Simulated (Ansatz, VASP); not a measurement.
# Two plane-wave programs on W

```
CELL_PARAMETERS angstrom
-0.98820 1.72317 1.72317
1.72317 -0.98820 1.72317
1.72317 1.72317 -0.98820
ATOMIC_POSITIONS crystal
W 0.00000 0.00000 0.00000
```

Alike in both runs: task single point; functional PBE; k mesh 22 × 22 × 22; occupations gaussian, width 0.15 eV; no spin polarisation.

|  | VASP | Ansatz |
| --- | --- | --- |
| version | VASP 6.6.1 | Ansatz 0.2.0 |
| potentials or method | VASP PAW PBE potentials, release 64 (W_sv), cutoff 520 eV | scalar-relativistic, plane waves, PAW |
| valence electrons in the cell | 14 | 14 |

Ansatz gave:

```
gap on the k mesh at the Fermi level (eV)                     : none
pressure (GPa)                                                : 2.3
traceless stress, the component that is largest in VASP (GPa) : -5.98
```

Q: What did VASP give for the same quantities?

A: gap on the k mesh at the Fermi level (eV): none; pressure (GPa): 2.8; traceless stress, the component that is largest in VASP (GPa): -6.01.

A gap of «none» marks a metal or a gap that the smearing closes.

Spin-orbit coupling is off throughout.
